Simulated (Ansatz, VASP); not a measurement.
## Two plane-wave programs on Al

```
CELL_PARAMETERS angstrom
4.61463 0.00000 0.00000
-2.30731 3.99638 0.00000
0.00000 0.00000 2.78993
ATOMIC_POSITIONS crystal
Al 0.00000 0.00000 0.00000
Al 0.33333 0.66667 0.50000
Al 0.66667 0.33333 0.50000
```

Alike in both runs: functional PBE; k mesh 12 × 12 × 16; occupations gaussian, width 0.1 eV; no spin polarisation.

Ansatz relaxed the structure, and its values are those at the end. VASP's run is a single point on that final structure, the one shown.

|  | VASP | Ansatz |
| --- | --- | --- |
| version | VASP 6.6.1 | Ansatz 0.2.0 |
| potentials or method | VASP PAW PBE potentials, release 64 (Al), cutoff 520 eV | scalar-relativistic, plane waves, PAW |
| valence electrons in the cell | 9 | 9 |

|  | VASP | Ansatz | Ansatz less VASP |
| --- | --- | --- | --- |
| gap on the k mesh at the Fermi level (eV) | none | none | - |
| pressure (GPa) | 0.0 | 0.0 | +0.02 |

A gap of «none» marks a metal or a gap that the smearing closes.
